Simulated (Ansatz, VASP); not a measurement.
# NaCl: VASP beside Ansatz

INCAR

```
SYSTEM = NaCl
  PREC = Accurate
  ENCUT = 520
  EDIFF = 1E-7
  ISMEAR = -1
  SIGMA = 0.02
  LREAL = .FALSE.
  LASPH = .TRUE.
  NELM = 60
  ALGO = Normal
  ISIF = 2
  LWAVE = .FALSE.
  LCHARG = .FALSE.
  GGA = PE
  NBANDS = 14
```

KPOINTS

```
Automatic mesh
0
G
  8 8 8
  0 0 0
```

File POSCAR:

```
NaCl
1.0
    0.1359565671      2.8265474394      2.8265474394
    2.8265474394      0.1359565671      2.8265474394
    2.8265474394      2.8265474394      0.1359565671
Na Cl
1 1
Direct
    0.0000000000      0.0000000000      0.0000000000
    0.5000000000      0.5000000000      0.5000000000
```

Input for Ansatz:

```yaml
crystal:
  lattice:
    - [0.1359565671, 2.8265474394, 2.8265474394]
    - [2.8265474394, 0.1359565671, 2.8265474394]
    - [2.8265474394, 2.8265474394, 0.1359565671]
  atoms:
    - { symbol: Na, position: [0.0, 0.0, 0.0] }
    - { symbol: Cl, position: [0.5, 0.5, 0.5] }
kpoints:
  mp_grid: { grid: [8, 8, 8] }
  band_path:
    path:
      - [0.0, 0.0, 0.0]
      - [0.5, 0.0, 0.5]
      - [0.625, 0.25, 0.625]
      - [0.375, 0.375, 0.75]
      - [0.5, 0.5, 0.5]
      - [0.5, 0.25, 0.75]
    npoints: 1
hamiltonian:
  xc: pbe
scf:
  occupations: { method: fermi_dirac, width: 0.02 }
  n_extra_bands: 4
output:
  forces: true
  stress: true
  eigenvalues: true
```

Change from the starting cell: epitaxial_111 strain -4.0%.

Alike in both runs: task single point; functional PBE; k mesh 8 × 8 × 8; occupations fermi-dirac, width 0.02 eV; no spin polarisation.

|  | VASP | Ansatz |
| --- | --- | --- |
| version | VASP 6.6.1 | Ansatz 0.2.0 |
| potentials or method | VASP PAW PBE potentials, release 64 (Na_pv, Cl) | plane waves, PAW |
| plane-wave cutoff (eV) | 520 | 420 |
| valence electrons in the cell | 14 | 16 |

|  | VASP | Ansatz | Ansatz less VASP |
| --- | --- | --- | --- |
| gap on the k mesh at the Fermi level (eV) | 5.23 | 5.23 | 0.000 |
| pressure (GPa) | 2.8 | 2.9 | +0.02 |
| traceless stress, the component that is largest in VASP (GPa) | -0.71 | -0.71 | -0.003 |

The functional is the same, so the differences come from potentials, cutoffs and numerics. VASP's potentials hold 14 valence electrons a cell and Ansatz's 16, so a difference there can come from the potentials and not from the codes.
